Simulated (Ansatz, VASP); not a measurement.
# One calculation of MgO, two programs

```
CELL_PARAMETERS angstrom
3.48638 0.00000 0.00000
-1.74319 3.01929 0.00000
0.00000 0.00000 4.17804
ATOMIC_POSITIONS crystal
Mg 0.66667 0.33333 0.75000
Mg 0.33333 0.66667 0.25000
O 0.66667 0.33333 0.25000
O 0.33333 0.66667 0.75000
```

Alike in both runs: task relaxation of cell and atoms; functional PBEsol; k mesh 6 × 6 × 4; no spin polarisation.

|  | VASP | Ansatz |
| --- | --- | --- |
| version | VASP 6.6.1 | Ansatz 0.2.0 |
| potentials or method | VASP PAW PBE potentials, release 64 (Mg, O) | plane waves, PAW |
| plane-wave cutoff (eV) | 600 | 420 |
| occupations | gaussian, width 0.01 eV | fixed |
| valence electrons in the cell | 16 | 32 |

|  | VASP | Ansatz | Ansatz less VASP |
| --- | --- | --- | --- |
| relaxed volume (Å³/atom) | 11.04 | 11.09 | +0.042 |
| relaxed cell length with the largest relative difference (Å) | 4.186 | 4.194 | +0.0079 |

VASP's potentials were made for PBE, not for PBEsol. VASP's potentials hold 16 valence electrons a cell and Ansatz's 32, so a difference there can come from the potentials and not from the codes.
